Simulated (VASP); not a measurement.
Write the native input for VASP 6.6.1 that does the following.

```yaml
Task: single point
Functional: PBE
Potentials_or_basis: VASP PAW PBE potentials, release 64 (As)
Cutoff: 520 eV
k_mesh: 7 × 7 × 7
Occupations: fermi-dirac, width 0.05 eV
Spin: no spin polarisation
Dipole_correction: no
Further_INCAR_settings: ALGO = Normal; EDIFF = 1e-07; NBANDS = 12
```

The structure of As lies in POSCAR:

```
As
1.0
    1.8431809607      1.0641610238      3.5140619945
   -1.8431809607      1.0641610238      3.5140619945
    0.0000000000     -2.1283220477      3.5140619945
As
2
Direct
    0.2260000000      0.2260000000      0.2260000000
    0.7740000000      0.7740000000      0.7740000000
```

One way to write it, as run:

INCAR

```
SYSTEM = As
PREC = Accurate
ENCUT = 520
EDIFF = 1E-7
ISMEAR = -1
SIGMA = 0.05
LREAL = .FALSE.
LASPH = .TRUE.
NELM = 100
ALGO = Normal
ISIF = 2
LWAVE = .FALSE.
LCHARG = .TRUE.
GGA = PE
LELF = .TRUE.
LVHAR = .TRUE.
NBANDS = 12
```

KPOINTS

```
regular mesh
0
G
  7 7 7
  0 0 0
```

Potentials or basis: VASP PAW PBE potentials, release 64 (As).

Command:

```sh
$ cat potpaw_PBE.64/As/POTCAR > POTCAR
$ mpirun -np 1 vasp_std > vasp.out
```

Results of the run:

| Property | Result |
| --- | --- |
| Pressure | 8.2 GPa |
| Largest force | 0.711 eV/Å |
| Band gap on the k mesh | zero (band 5 reaches 6.08 eV, above the bottom of band 6 at 5.93 eV) |

It took 8.8 s on 1 thread of Intel(R) Xeon(R) 6975P-C (Granite Rapids), on a shared host, peak memory 0.17 GiB.
